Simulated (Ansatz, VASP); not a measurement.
# SnO2: VASP beside Ansatz

File INCAR:

```
SYSTEM = SnO2
PREC     = Accurate       ! precision mode
ENCUT    = 600            ! plane-wave cutoff, eV
EDIFF    = 1E-6           ! SCF threshold, eV
ISMEAR   = 0              ! smearing method
SIGMA    = 0.18           ! smearing width, eV
LREAL    = .False.        ! projectors in reciprocal space
LASPH    = .True.         ! aspherical terms in the spheres
NELM     = 120            ! most SCF steps
ALGO     = Normal         ! electronic algorithm
ISIF     = 2              ! what is computed and relaxed
LWAVE    = .False.        ! write WAVECAR
LCHARG   = .False.        ! write CHGCAR
GGA      = PE             ! functional
NBANDS   = 35             ! bands
GGA_COMPAT= .False.
```

File KPOINTS:

```
regular mesh
0
Gamma
  4 4 6
  0 0 0
```

File POSCAR:

```
SnO2
1.0
    4.7083472500      0.0000000000      0.0000000000
    0.0000000000      4.7083472500      0.0000000000
    0.0000000000      0.0000000000      3.1665573100
Sn O
2 4
Direct
    0.0000000000      0.0000000000      0.0000000000
    0.5000000000      0.5000000000      0.5000000000
    0.3065000000      0.3065000000      0.0000000000
    0.1935000000      0.8065000000      0.5000000000
    0.6935000000      0.6935000000      0.0000000000
    0.8065000000      0.1935000000      0.5000000000
```

Input for Ansatz:

```yaml
crystal:
  lattice:
    - [4.70834725, 0.0, 0.0]
    - [0.0, 4.70834725, 0.0]
    - [0.0, 0.0, 3.16655731]
  atoms:
    - { symbol: Sn, position: [0.0, 0.0, 0.0] }
    - { symbol: Sn, position: [0.5, 0.5, 0.5] }
    - { symbol: O, position: [0.3065, 0.3065, 0.0] }
    - { symbol: O, position: [0.1935, 0.8065, 0.5] }
    - { symbol: O, position: [0.6935, 0.6935, 0.0] }
    - { symbol: O, position: [0.8065, 0.1935, 0.5] }
  symmetry: { tolerance: 0.0003 }
kpoints:
  mp_grid: { grid: [4, 4, 6], shift: [0, 0, 0] }
magnetization:
  spin_polarized: false
scf:
  occupations: { method: gaussian, width: 0.18 }
hamiltonian:
  pseudopotentials: { kind: paw }
  xc: pbe
basis:
  ecutwfc: 420
output:
  forces: true
  stress: true
  eigenvalues: true
```

Alike in both runs: task single point; functional PBE; k mesh 4 × 4 × 6; occupations gaussian, width 0.18 eV; no spin polarisation.

```csv
,VASP,Ansatz
version,VASP 6.6.1,Ansatz 0.2.0
potentials or method,"VASP PAW PBE potentials, release 64 (Sn_d, O), cutoff 600 eV",PAW plane waves
valence electrons in the cell,52,52
```

Ansatz gave:

```
gap on the k mesh at the Fermi level (eV)                     : 1.49
pressure (GPa)                                                : 15.5
traceless stress, the component that is largest in VASP (GPa) : 2.67
rms of the force components (eV/Å)                            : 0.119
```

Problem. What did VASP give for the same quantities?

Solution. gap on the k mesh at the Fermi level (eV): 1.48; pressure (GPa): 16.0; traceless stress, the component that is largest in VASP (GPa): 2.89; rms of the force components (eV/Å): 0.127.

Atom by atom the forces differ by 0.008 eV/Å (rms over components). The functional is the same, so the differences come from potentials, cutoffs and numerics.
